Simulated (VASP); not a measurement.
# Co (P6_3/mmc) in VASP: settings compared, part 3 of 3

VASP 6.6.1. Earlier steps stand in the parts before.

**6. Single point, RPBE, collinear spin, ferromagnetic start**

This run uses another cell than the first one, of 10.26 Å³/atom.

File INCAR:

```
SYSTEM = Co
  PREC = Accurate
  ENCUT = 520
  EDIFF = 1E-7
  ISMEAR = -1
  SIGMA = 0.05
  LREAL = .FALSE.
  LASPH = .TRUE.
  NELM = 150
  ALGO = Fast
  ISIF = 2
  LWAVE = .FALSE.
  LCHARG = .FALSE.
  ISPIN = 2
  MAGMOM = 2 2 2 2
  LORBIT = 11
  LMAXMIX = 4
  GGA = RP
  NBANDS = 30
```

File KPOINTS:

```
Automatic mesh
0
G
  12 12 4
  0 0 0
```

File POSCAR:

```
Co
1.0
    2.4371717178      0.0000000000      0.0000000000
   -1.2185858589      2.1106526210      0.0000000000
    0.0000000000      0.0000000000      7.9789199430
Co
4
Direct
    0.6666666667      0.3333333333      0.7500000000
    0.0000000000      0.0000000000      0.5000000000
    0.3333333333      0.6666666667      0.2500000000
    0.0000000000      0.0000000000      0.0000000000
```

Potentials or basis: VASP PAW PBE potentials, release 64 (Co).

Command:

```sh
> cat potpaw_PBE.64/Co/POTCAR > POTCAR
> mpirun -np 1 vasp_std > vasp.out
```

OUTCAR:

```text
SYSTEM = Co
   PREC = Accurate
   ENCUT = 520
   EDIFF = 1E-7
   ISMEAR = -1
   LREAL = .FALSE.
   LASPH = .TRUE.
   NELM = 150
   ISIF = 2
   ISPIN = 2
   LORBIT = 11
   GGA = RP

 ion  position               nearest neighbor table
   1  0.667  0.333  0.750-   2 2.44   4 2.44   2 2.44   4 2.44   2 2.44   4 2.44
   2  0.000  0.000  0.500-   1 2.44   3 2.44   1 2.44   3 2.44   1 2.44   3 2.44
   3  0.333  0.667  0.250-   2 2.44   4 2.44   2 2.44   4 2.44   2 2.44   4 2.44
   4  0.000  0.000  0.000-   1 2.44   3 2.44   1 2.44   3 2.44   1 2.44   3 2.44

  LATTYP: Found a hexagonal cell.
 ALAT       =     2.4371717178
 C/A-ratio  =     3.2738439744

  Lattice vectors:

 A1 = (   2.4371717178,   0.0000000000,   0.0000000000)
 A2 = (  -1.2185858589,   2.1106526210,   0.0000000000)
 A3 = (   0.0000000000,   0.0000000000,   7.9789199430)

Analysis of symmetry for initial positions (statically):
=====================================================================
 Subroutine PRICEL returns:
 Original cell was already a primitive cell.

 Routine SETGRP: Setting up the symmetry group for a
 hexagonal supercell.

 Subroutine GETGRP returns: Found 24 space group operations
 (whereof 12 operations were pure point group operations)
 out of a pool of 24 trial point group operations.

The static configuration has the point symmetry D_3d.
 The point group associated with its full space group is D_6h.

Analysis of symmetry for dynamics (positions and initial velocities):
=====================================================================
 Subroutine PRICEL returns:
 Original cell was already a primitive cell.

 Routine SETGRP: Setting up the symmetry group for a
 hexagonal supercell.

 Subroutine GETGRP returns: Found 24 space group operations
 (whereof 12 operations were pure point group operations)
 out of a pool of 24 trial point group operations.

The dynamic configuration has the point symmetry D_3d.
 The point group associated with its full space group is D_6h.

Analysis of structural, dynamic, and magnetic symmetry:
=====================================================================
 Subroutine PRICEL returns:
 Original cell was already a primitive cell.

 Routine SETGRP: Setting up the symmetry group for a
 hexagonal supercell.

 Subroutine GETGRP returns: Found 24 space group operations
 (whereof 12 operations were pure point group operations)
 out of a pool of 24 trial point group operations.

The overall configuration has the point symmetry D_3d.
 The point group associated with its full space group is D_6h.

 Subroutine INISYM returns: Found 24 space group operations
 (whereof 12 operations are pure point group operations),
 and found     1 'primitive' translations

----------------------------------------------------------------------------------------

                                     Primitive cell

  volume of cell :      41.0437

  direct lattice vectors                    reciprocal lattice vectors
     2.437171718  0.000000000  0.000000000     0.410311671  0.236893554  0.000000000
    -1.218585859  2.110652621  0.000000000     0.000000000  0.473787107  0.000000000
     0.000000000  0.000000000  7.978919943     0.000000000  0.000000000  0.125330246

  length of vectors
     2.437171718  2.437171718  7.978919943     0.473787107  0.473787107  0.125330246

[... 84 lines left out ...]
   EDIFF  = 0.1E-06   stopping-criterion for ELM
   LREAL  =      F    real-space projection
   EDIFFG = 0.1E-05   stopping-criterion for IOM
   NSW    =      0    number of steps for IOM
   IBRION =     -1    ionic relax: 0-MD 1-quasi-New 2-CG
   NFREE  =      0    steps in history (QN), initial steepest desc. (CG)
   ISIF   =      2    stress and relaxation
   ISYM   =      2    0-nonsym 1-usesym 2-fastsym
   POTIM  = 0.5000    time-step for ionic-motion
   TEBEG  =    0.0;   TEEND  =   0.0 temperature during run
   PSTRESS=    0.0 pullay stress
   NELECT =      36.0000    total number of electrons
   NUPDOWN=      -1.0000    fix difference up-down
   EMIN   =  10.00;   EMAX   =-10.00  energy-range for DOS
   EFERMI =   0.00;   METHOD = LEGACY
   ISMEAR =    -1;   SIGMA  =   0.05  broadening in eV -4-tet -1-fermi 0-gaus
   EFERMI_NEDOS =   21; number of points for ismear=-14 and -15
   IALGO  =     68    algorithm
   IMIX   =      4    mixing-type and parameters
     AMIX     =   0.40;   BMIX     =  1.00
     AMIX_MAG =   1.60;   BMIX_MAG =  1.00
  volume/ion in A,a.u.               =      10.26        69.24
  Fermi-wavevector in a.u.,A,eV,Ry     =   1.567088  2.961367 33.412700  2.455764
  Thomas-Fermi vector in A             =   2.669320
   LORBIT       =     11    0 simple, 1 ext, 2 COOP (PROOUT), +10 PAW based schemes
   GGA     = RP    functional components
   LHFCALC =     F    Hartree Fock is set to
   AEXX    =    0.0000 exact exchange contribution
   IVDW    =     0    specifies the selected vdW correction
   LEPSILON=     F    determine dielectric tensor
   LRPA    =     F    only Hartree local field effects (RPA)
 spin polarized calculation
 RMM-DIIS sequential band-by-band and
  energy-cutoff  :      520.00
  volume of cell :       41.04
 maximum number of plane-waves:      1128
   NGX =  9   NGY =  9   NGZ = 29

 number of electron      35.9999945 magnetization       6.4409470

 Free energy of the ion-electron system (eV)
  ---------------------------------------------------
  ext. energy  EPLUGINS =         0.00000000
  ---------------------------------------------------
  free energy    TOTEN  =       -25.83849195 eV

  energy without entropy =      -25.80398363  energy(sigma->0) =      -25.82123779

 E-fermi :  11.2742     XC(G=0): -13.6292

 val. band max:       11.2676630716   @ k =   0.2500   0.1667   0.5000
 cond. band min:      11.2747593009   @ k =   0.0833   0.0833   0.2500
 fundamental gap:      0.0070962293
 Fermi energy:        11.2742076223

 spin component 1

 k-point     1 :       0.0000    0.0000    0.0000
  band No.  band energies     occupation
      1       1.9840      1.00000
      2       4.2546      1.00000
      3       4.2816      1.00000
      4       5.8019      1.00000
      5       8.0940      1.00000
      6       8.1306      1.00000
[... 781 lines left out ...]
     29      26.5216      0.00000
     30      27.3816      0.00000

 [... further k-points ...]

 spin component 2

 k-point     1 :       0.0000    0.0000    0.0000
  band No.  band energies     occupation
      1       1.9576      1.00000
      2       4.3186      1.00000
      3       4.3212      1.00000
      4       6.7136      1.00000
      5       9.4237      1.00000
      6       9.4896      1.00000
[... 781 lines left out ...]
     29      26.8656      0.00000
     30      27.7561      0.00000

 [... further k-points ...]

------------------------ aborting loop because EDIFF is reached ----------------------------------------

  FORCE on cell =-STRESS in cart. coord.  units (eV):
  Direction    XX          YY          ZZ          XY          YZ          ZX
  --------------------------------------------------------------------------------------
  -------------------------------------------------------------------------------------
  Total        5.5162136      5.5162136      4.4624388     -0.0000000      0.0000000      0.0000000
  in kB      215.3300602    215.3300602    174.1950671     -0.0000000      0.0000000      0.0000000
  external PRESSURE =     201.6183958 kB  Pullay stress =       0.0000000 kB

 VOLUME and BASIS-vectors are now :
 -----------------------------------------------------------------------------
  energy-cutoff  :      520.00
  volume of cell :       41.04
      direct lattice vectors                 reciprocal lattice vectors
     2.437171718  0.000000000  0.000000000     0.410311671  0.236893554  0.000000000
    -1.218585859  2.110652621  0.000000000     0.000000000  0.473787107  0.000000000
     0.000000000  0.000000000  7.978919943     0.000000000  0.000000000  0.125330246

 POSITION                                       TOTAL-FORCE (eV/Angst)
 -----------------------------------------------------------------------------------
      1.21859      0.70355      5.98419         0.000000     -0.000000      0.000000
      0.00000      0.00000      3.98946         0.000000      0.000000     -0.000000
     -0.00000      1.40710      1.99473        -0.000000      0.000000      0.000000
      0.00000      0.00000      0.00000         0.000000      0.000000     -0.000000
 -----------------------------------------------------------------------------------
    total drift:                                0.000000     -0.000000      0.000000

  FREE ENERGIE OF THE ION-ELECTRON SYSTEM (eV)
  ---------------------------------------------------
  free  energy   TOTEN  =       -25.8384919519 eV

  energy  without entropy=      -25.8039836325  energy(sigma->0) =      -25.82123779

 total charge

# of ion       s       p       d       tot
------------------------------------------
    1        0.517   0.578   7.292   8.386
    2        0.517   0.574   7.301   8.392
    3        0.517   0.578   7.292   8.386
    4        0.517   0.574   7.301   8.392
--------------------------------------------------
tot          2.068   2.303  29.185  33.557

 magnetization (x)

# of ion       s       p       d       tot
------------------------------------------
    1       -0.015  -0.057   1.702   1.631
    2       -0.015  -0.054   1.678   1.609
    3       -0.015  -0.057   1.702   1.631
    4       -0.015  -0.054   1.678   1.609
--------------------------------------------------
tot         -0.060  -0.220   6.759   6.479
```

Wall time 5.2 min (1 thread of Intel Xeon 8259CL, shared host); peak memory 0.22 GiB.

Results:

```yaml
Free_energy: -25.8385 eV
Pressure: 20.2 GPa
Net_moment: 6.44 μB per cell
Site_moments: Co +1.63, +1.61 (each value once) μB
Valence_electrons_inside_the_program's_atomic_spheres: Co 8.39
```

Caveat: the cell stands under pressure; the PAW data sets were made with another functional, which shifts forces and pressure a little.

**7. Summary**

| level | potentials or basis | fixed moment (μB) | cell | k mesh | cutoff (eV) | gap on the mesh (eV) | pressure (GPa) | moment (μB) |
| --- | --- | --- | --- | --- | --- | --- | --- | --- |
| r2SCAN | VASP PAW PBE potentials, release 64 (Co) | - | a = 2.503, b = 2.503, c = 8.195 Å, angles 90.0, 90.0, 120.0°, 4 atoms | 12 × 12 × 4 | 520 | none | -8.4 | 7.09 |
| PBEsol | VASP PAW PBE potentials, release 64 (Co) | - | a = 2.454, b = 2.454, c = 8.034 Å, angles 90.0, 90.0, 120.0°, 4 atoms | 12 × 12 × 4 | 520 | none | -2.3 | 6.45 |
| PBEsol+D3(BJ) | VASP PAW PBE potentials, release 64 (Co_sv) | - | a = 2.437, b = 2.437, c = 7.888 Å, angles 90.0, 90.0, 120.0°, 4 atoms | 12 × 12 × 4 | 600 | none | -4.0 | 6.31 |
| PBE | VASP PAW PBE potentials, release 64 (Co_sv) | 12.0 | a = 2.471, b = 2.471, c = 8.088 Å, angles 90.0, 90.0, 120.0°, 4 atoms | 10 × 10 × 3 | 600 | - | 46.5 | 12.00 |
| RPBE | VASP PAW PBE potentials, release 64 (Co) | - | a = 2.437, b = 2.437, c = 7.979 Å, angles 90.0, 90.0, 120.0°, 4 atoms | 12 × 12 × 4 | 520 | none | 20.2 | 6.44 |

Alike in all rows: task single point; spin collinear, ferromagnetic start; smearing fermi-dirac 0.05 eV.

Caveats: the PAW data sets were made with another functional, which shifts forces and pressure a little (at least some runs); the cell stands under tension (at least some runs); the cell stands under pressure (at least some runs); the total moment is fixed, so each spin has its own Fermi level (at least some runs).

Absolute energies hang on the potentials; compare differences alone.
